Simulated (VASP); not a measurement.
**SrO (sol): single point with PBEsol**

Crystal: SrO (sol).

```
Sr O
1.0
     0.00000    2.56120    2.56120
     2.56120    0.00000    2.56120
     2.56120    2.56120    0.00000
Sr O
1 1
Direct
  0.00000 0.00000 0.00000
  0.50000 0.50000 0.50000
```

```yaml
Program: VASP 6.6.1
Task: single point
Functional: PBEsol
Potentials_or_basis: VASP PAW PBE potentials, release 64 (Sr_sv, O)
Cutoff: 600 eV
k_mesh: 6 × 6 × 6
Occupations: gaussian, width 0.02 eV
Spin: no spin polarisation
```

```json
{
  "Pressure": "0.6 GPa",
  "Band gap on the k mesh": "3.15 eV, indirect (least direct gap 3.23 eV)"
}
```

Levels at points of the mesh, in eV from the valence-band top:
```
           k point  band 5  band 6  band 7  band 8  band 9  band 10  band 11  band 12
(0.00, 0.00, 0.00)  -13.84    0.00    0.00    0.00    3.90     6.19     6.19     6.19
(0.50, 0.00, 0.00)  -12.64   -2.25   -1.18   -1.18    6.54     8.38     8.91     8.91
(0.50, 0.50, 0.00)  -14.23   -0.42   -0.08   -0.08    3.15     7.85    10.27    10.32
```

Wall time 11 s on 1 thread of Intel(R) Xeon(R) Platinum 8124M CPU @ 3.00GHz (Skylake/Cascade Lake), with other jobs on the host, peak memory 0.17 GiB.

Caveat: the PAW data sets were made with another functional, which shifts forces and pressure a little. A k mesh can miss the band edges.
